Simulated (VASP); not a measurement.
# FePt (P-6m2) in VASP: a series of runs

FePt is run at these levels: PBE; tasks: relaxation of cell and atoms, single point.

All numbers are computed with VASP 6.6.1; they aren't measurements. Logs are shortened: lines on timing, memory, paths and dates and some standing lists are left out, and cuts for length are marked.

### Step 1. The cell of the first run

The structure is hexagonal, space group P-6m2 (No. 187). The conventional cell has a = 2.660 Å, b = 2.660 Å, c = 4.476 Å, α = 90.00°, β = 90.00°, γ = 120.00°. Fe (site symmetry -6m2) has 6 Fe at 2.66 Å and 6 Pt at 2.71 Å within 3.5 Å. Pt (site symmetry -6m2) has 6 Pt at 2.66 Å and 6 Fe at 2.71 Å within 3.5 Å.

### Step 2. Relaxation of cell and atoms, PBE, collinear spin, ferromagnetic start

Contents of INCAR:

```
SYSTEM = FePt
PREC = Accurate
ENCUT = 600
EDIFF = 1E-7
ISMEAR = 0
SIGMA = 0.1
LREAL = .False.
LASPH = .True.
NELM = 200
ALGO = Normal
ISIF = 3
LWAVE = .False.
LCHARG = .False.
ISPIN = 2
MAGMOM = 4 0
LORBIT = 11
LMAXMIX = 4
GGA = PE
IBRION = 2
NSW = 90
EDIFFG = -0.04
GGA_COMPAT = .False.
NELMIN = 4
```

Contents of KPOINTS:

```
Automatic mesh
0
Gamma
  6 6 4
  0 0 0
```

Contents of POSCAR:

```
FePt
1.0
    2.6601049400      0.0000000000      0.0000000000
   -1.3300524700      2.3037184600      0.0000000000
    0.0000000000      0.0000000000      4.4763171200
Fe Pt
1 1
Direct
    0.3333333300      0.6666666700      0.5000000000
    0.6666666700      0.3333333300      0.0000000000
```

Potentials or basis: VASP PAW PBE potentials, release 64 (Fe, Pt).

Command:

```
> cat potpaw_PBE.64/Fe/POTCAR potpaw_PBE.64/Pt/POTCAR > POTCAR
> mpirun -np 1 vasp_std > vasp.out
```

OUTCAR:

```text
SYSTEM = FePt
   PREC = Accurate
   ENCUT = 600
   EDIFF = 1E-7
   ISMEAR = 0
   LREAL = .False.
   LASPH = .True.
   NELM = 200
   ISIF = 3
   ISPIN = 2
   LORBIT = 11
   GGA = PE
   IBRION = 2
   NSW = 90
   EDIFFG = -0.04
   NELMIN = 4

 ion  position               nearest neighbor table
   1  0.333  0.667  0.500-   2 2.71   2 2.71   2 2.71   2 2.71   2 2.71   2 2.71
   2  0.667  0.333  0.000-   1 2.71   1 2.71   1 2.71   1 2.71   1 2.71   1 2.71

  LATTYP: Found a hexagonal cell.
 ALAT       =     2.6601049400
 C/A-ratio  =     1.6827595982

  Lattice vectors:

 A1 = (   2.6601049400,   0.0000000000,   0.0000000000)
 A2 = (  -1.3300524700,   2.3037184600,   0.0000000000)
 A3 = (   0.0000000000,   0.0000000000,   4.4763171200)

Analysis of symmetry for initial positions (statically):
=====================================================================
 Subroutine PRICEL returns:
 Original cell was already a primitive cell.

 Routine SETGRP: Setting up the symmetry group for a
 hexagonal supercell.

 Subroutine GETGRP returns: Found 12 space group operations
 (whereof 12 operations were pure point group operations)
 out of a pool of 24 trial point group operations.

The static configuration has the point symmetry D_3h.

Analysis of symmetry for dynamics (positions and initial velocities):
=====================================================================
 Subroutine PRICEL returns:
 Original cell was already a primitive cell.

 Routine SETGRP: Setting up the symmetry group for a
 hexagonal supercell.

 Subroutine GETGRP returns: Found 12 space group operations
 (whereof 12 operations were pure point group operations)
 out of a pool of 24 trial point group operations.

The dynamic configuration has the point symmetry D_3h.

Analysis of structural, dynamic, and magnetic symmetry:
=====================================================================
 Subroutine PRICEL returns:
 Original cell was already a primitive cell.

 Routine SETGRP: Setting up the symmetry group for a
 hexagonal supercell.

 Subroutine GETGRP returns: Found 12 space group operations
 (whereof 12 operations were pure point group operations)
 out of a pool of 24 trial point group operations.

The overall configuration has the point symmetry D_3h.

 Subroutine INISYM returns: Found 12 space group operations
 (whereof 12 operations are pure point group operations),
 and found     1 'primitive' translations

----------------------------------------------------------------------------------------

                                     Primitive cell

  volume of cell :      27.4315

  direct lattice vectors                    reciprocal lattice vectors
     2.660104940  0.000000000  0.000000000     0.375925019  0.217040410  0.000000000
    -1.330052470  2.303718460  0.000000000     0.000000000  0.434080821  0.000000000
     0.000000000  0.000000000  4.476317120     0.000000000  0.000000000  0.223397935

  length of vectors
     2.660104940  2.660104945  4.476317120     0.434080822  0.434080821  0.223397935

  position of ions in fractional coordinates (direct lattice)
     0.333333330  0.666666670  0.500000000
     0.666666670  0.333333330  0.000000000

  ion indices of the primitive-cell ions
   primitive index   ion index
                 1           1
                 2           2

----------------------------------------------------------------------------------------

 KPOINTS: Automatic mesh

Automatic generation of k-mesh.
 Grid dimensions read from file:
 generate k-points for:    6    6    4

 Generating k-lattice:

  Cartesian coordinates                     Fractional coordinates (reciprocal lattice)
     0.062654170  0.036173402  0.000000000     0.166666667  0.000000000  0.000000000
     0.000000000  0.072346803  0.000000000     0.000000000  0.166666667  0.000000000
     0.000000000  0.000000000  0.055849484     0.000000000  0.000000000  0.250000000

  Length of vectors
     0.072346804  0.072346803  0.055849484

  Shift w.r.t. Gamma in fractional coordinates (k-lattice)
     0.000000000  0.000000000  0.000000000

 Subroutine IBZKPT returns following result:
 ===========================================

 Found     21 irreducible k-points:

 Following reciprocal coordinates:
            Coordinates               Weight
  0.000000  0.000000  0.000000      1.000000
  0.166667  0.000000  0.000000      6.000000
  0.333333  0.000000  0.000000      6.000000
  0.500000  0.000000  0.000000      3.000000
  0.166667  0.166667  0.000000      6.000000
  0.333333  0.166667  0.000000     12.000000
[... 13 lines left out ...]
  0.333333  0.166667  0.500000     12.000000
  0.333333  0.333333  0.500000      2.000000
   k-points           NKPTS =     21   k-points in BZ     NKDIM =     21   number of bands    NBANDS=     15
   number of dos      NEDOS =    301   number of ions     NIONS =      2
   total plane-waves  NPLWV =  20736
   dimension x,y,z NGX =    24 NGY =   24 NGZ =   36
   dimension x,y,z NGXF=    48 NGYF=   48 NGZF=   72
   ions per type =               1   1
   NGX,Y,Z   is equivalent  to a cutoff of  15.00, 15.00, 13.37 a.u.
   NGXF,Y,Z  is equivalent  to a cutoff of  30.00, 30.00, 26.74 a.u.
 SYSTEM =  FePt
   PREC   = accura    normal or accurate (medium, high low for compatibility)
   ISTART =      0    job   : 0-new  1-cont  2-samecut
   ICHARG =      2    charge: 1-file 2-atom 10-const
   ISPIN  =      2    spin polarized calculation?
   LNONCOLLINEAR =      F non collinear calculations
   LSORBIT =      F    spin-orbit coupling
   LASPH  =      T    aspherical Exc in radial PAW
   ENCUT  =  600.0 eV  44.10 Ry    6.64 a.u.   5.31  5.31  8.94*2*pi/ulx,y,z
   NELM   =    200;   NELMIN=  4; NELMDL= -5     # of ELM steps
   EDIFF  = 0.1E-06   stopping-criterion for ELM
   LREAL  =      F    real-space projection
   EDIFFG = -.4E-01   stopping-criterion for IOM
   NSW    =     90    number of steps for IOM
   IBRION =      2    ionic relax: 0-MD 1-quasi-New 2-CG
   NFREE  =      1    steps in history (QN), initial steepest desc. (CG)
   ISIF   =      3    stress and relaxation
   ISYM   =      2    0-nonsym 1-usesym 2-fastsym
   POTIM  = 0.5000    time-step for ionic-motion
   TEBEG  =    0.0;   TEEND  =   0.0 temperature during run
   PSTRESS=    0.0 pullay stress
   NELECT =      18.0000    total number of electrons
   NUPDOWN=      -1.0000    fix difference up-down
   EMIN   =  10.00;   EMAX   =-10.00  energy-range for DOS
   EFERMI =   0.00;   METHOD = LEGACY
   ISMEAR =     0;   SIGMA  =   0.10  broadening in eV -4-tet -1-fermi 0-gaus
   EFERMI_NEDOS =   21; number of points for ismear=-14 and -15
   IALGO  =     38    algorithm
   IMIX   =      4    mixing-type and parameters
     AMIX     =   0.40;   BMIX     =  1.00
     AMIX_MAG =   1.60;   BMIX_MAG =  1.00
  volume/ion in A,a.u.               =      13.72        92.56
  Fermi-wavevector in a.u.,A,eV,Ry     =   1.422600  2.688323 27.535327  2.023789
  Thomas-Fermi vector in A             =   2.543286
   LORBIT       =     11    0 simple, 1 ext, 2 COOP (PROOUT), +10 PAW based schemes
   GGA     = PE    functional components
   LHFCALC =     F    Hartree Fock is set to
   AEXX    =    0.0000 exact exchange contribution
   IVDW    =     0    specifies the selected vdW correction
   LEPSILON=     F    determine dielectric tensor
   LRPA    =     F    only Hartree local field effects (RPA)
 conjugate gradient relaxation of ions
 spin polarized calculation
 Gauss-broadening in eV      SIGMA  =   0.10
  energy-cutoff  :      600.00
  volume of cell :       27.43
 maximum number of plane-waves:       936
 NGX is ok and might be reduce to    24
   NGX = 11   NGY = 11   NGZ = 17

--------------------------------------- Ionic step        1  -------------------------------------------

 number of electron      18.0000004 magnetization       3.1033066

 Free energy of the ion-electron system (eV)
  ---------------------------------------------------
  ext. energy  EPLUGINS =         0.00000000
  ---------------------------------------------------
  free energy    TOTEN  =       -14.59348102 eV

  energy without entropy =      -14.58675384  energy(sigma->0) =      -14.59011743

------------------------ aborting loop because EDIFF is reached ----------------------------------------

  FORCE on cell =-STRESS in cart. coord.  units (eV):
  Direction    XX          YY          ZZ          XY          YZ          ZX
  --------------------------------------------------------------------------------------
  -------------------------------------------------------------------------------------
  Total        1.8767973      1.8767973     -0.4417833      0.0000000     -0.0000000     -0.0000000
  in kB      109.6172563    109.6172568    -25.8030398      0.0000000     -0.0000000     -0.0000000
  external PRESSURE =      64.4771578 kB  Pullay stress =       0.0000000 kB

 VOLUME and BASIS-vectors are now :
 -----------------------------------------------------------------------------
  energy-cutoff  :      600.00
  volume of cell :       27.43
      direct lattice vectors                 reciprocal lattice vectors
     2.660104940  0.000000000  0.000000000     0.375925019  0.217040410  0.000000000
    -1.330052470  2.303718460  0.000000000     0.000000000  0.434080821  0.000000000
     0.000000000  0.000000000  4.476317120     0.000000000  0.000000000  0.223397935
[... 145 lines left out ...]
 POSITION                                       TOTAL-FORCE (eV/Angst)
 -----------------------------------------------------------------------------------
     -0.00000      1.56641      2.19347         0.000000      0.000000      0.000000
      1.35655      0.78320     -0.00000        -0.000000     -0.000000     -0.000000
 -----------------------------------------------------------------------------------
    total drift:                               -0.000002      0.000001      0.000000

  FREE ENERGIE OF THE ION-ELECTRON SYSTEM (eV)
  ---------------------------------------------------
  free  energy   TOTEN  =       -14.6321163771 eV

  energy  without entropy=      -14.6242183387  energy(sigma->0) =      -14.62816736

--------------------------------------- Ionic step        6  -------------------------------------------

 number of electron      17.9999997 magnetization       3.1331214

 Free energy of the ion-electron system (eV)
  ---------------------------------------------------
  ext. energy  EPLUGINS =         0.00000000
  ---------------------------------------------------
  free energy    TOTEN  =       -14.63249565 eV

  energy without entropy =      -14.62504228  energy(sigma->0) =      -14.62876896

 E-fermi :   8.5328     XC(G=0): -12.9567

 val. band max:        8.4747670659   @ k =   0.1667   0.1667   0.5000
 cond. band min:       8.5419226296   @ k =   0.1667   0.0000   0.0000
 fundamental gap:      0.0671555637
 Fermi energy:         8.5328289582

 spin component 1

 k-point     1 :       0.0000    0.0000    0.0000
  band No.  band energies     occupation
      1      -1.1353      1.00000
      2       2.0381      1.00000
      3       4.6862      1.00000
      4       4.6862      1.00000
      5       5.4405      1.00000
      6       6.0985      1.00000
      7       6.0985      1.00000
      8       6.1585      1.00000
      9       6.1585      1.00000
     10       7.6451      1.00000
     11       7.6451      1.00000
     12       8.0235      1.00000
     13      14.0383      0.00000
     14      24.0578      0.00000
     15      27.4984      0.00000
[... 343 lines left out ...]
 k-point    21 :       0.3333    0.3333    0.5000
  band No.  band energies     occupation
      1       3.3165      1.00000
      2       3.7734      1.00000
      3       4.0469      1.00000
      4       4.0812      1.00000
      5       4.2680      1.00000
      6       5.6795      1.00000
      7       6.0861      1.00000
      8       6.4210      1.00000
      9       7.4094      1.00000
     10       7.7706      1.00000
     11      12.9327      0.00000
     12      14.3830      0.00000
     13      15.1345      0.00000
     14      15.3389      0.00000
     15      16.6655      0.00000
 Fermi energy:         8.5328289582

 spin component 2

 k-point     1 :       0.0000    0.0000    0.0000
  band No.  band energies     occupation
      1      -1.0372      1.00000
      2       2.3358      1.00000
      3       4.8785      1.00000
      4       4.8785      1.00000
      5       7.0783      1.00000
      6       7.0783      1.00000
      7       7.4899      1.00000
      8       8.1316      1.00000
      9       8.7483      0.00116
     10       8.7483      0.00116
     11      10.0022      0.00000
     12      10.0022      0.00000
     13      15.0543      0.00000
     14      24.0588      0.00000
     15      27.3984      0.00000
[... 380 lines left out ...]
 POSITION                                       TOTAL-FORCE (eV/Angst)
 -----------------------------------------------------------------------------------
     -0.00000      1.56603      2.20155         0.000000     -0.000000      0.000000
      1.35622      0.78302     -0.00000        -0.000000      0.000000      0.000000
 -----------------------------------------------------------------------------------
    total drift:                               -0.000002      0.000001      0.000000

  FREE ENERGIE OF THE ION-ELECTRON SYSTEM (eV)
  ---------------------------------------------------
  free  energy   TOTEN  =       -14.6324956533 eV

  energy  without entropy=      -14.6250422760  energy(sigma->0) =      -14.62876896

 reached required accuracy - stopping structural energy minimisation

 total charge

# of ion       s       p       d       tot
------------------------------------------
    1        0.402   0.415   6.146   6.963
    2        0.704   0.669   8.037   9.410
--------------------------------------------------
tot          1.107   1.084  14.183  16.373

 magnetization (x)

# of ion       s       p       d       tot
------------------------------------------
    1       -0.006  -0.017   2.903   2.879
    2       -0.011  -0.050   0.306   0.246
--------------------------------------------------
tot         -0.017  -0.067   3.209   3.125
```

Wall time 2.4 min (1 thread of Oxide Virtual Turin-like, shared host); peak memory 0.15 GiB.

Results:

```yaml
Free_energy: -14.6325 eV
Relaxed_volume: 14.03 Å³/atom
Relaxed_cell: a = 2.712 Å, b = 2.712 Å, c = 4.403 Å, α = 90.00°, β = 90.00°, γ = 120.00°
Space_group_after_relaxing_to_0.1_Å: P-6m2 (No. 187)
Energy_gained_by_relaxing: 19.5 meV/atom
Ionic_steps: 6
Pressure_after_relaxing: 0.2 GPa
Net_moment: 3.13 μB per cell
Site_moments: Fe +2.88; Pt +0.25 μB
Valence_electrons_inside_the_program's_atomic_spheres: Fe 6.96; Pt 9.41
```

Stress tensor (GPa, compression positive):
```
0.26 0.00 0.00
0.00 0.26 0.00
0.00 0.00 0.05
```

Step by step:
```tsv
step	energy change (eV)	largest force (eV/Å)	pressure (GPa)	volume (Å³)
1	0.0000	0.0000	6.45	27.43
2	0.0166	0.0000	-9.71	29.65
3	-0.0349	0.0000	-1.78	28.37
4	-0.0349	0.0000	-1.64	28.35
5	-0.0386	0.0000	0.78	27.97
6	-0.0390	0.0000	0.19	28.06
```

Final structure:
```xyz
2
Lattice="2.7124 0.0000 0.0000 -1.3562 2.3490 0.0000 0.0000 0.0000 4.4031" Properties=species:S:1:pos:R:3 pbc="T T T"
Fe    0.0000    1.5660    2.2016
Pt    1.3562    0.7830    0.0000
```

Caveat: the k points lie up to 0.45 Å⁻¹ apart in the final cell; spin-orbit coupling is left out, which moves the levels of the heavy elements.

(Part 1 of 2 ends here.)
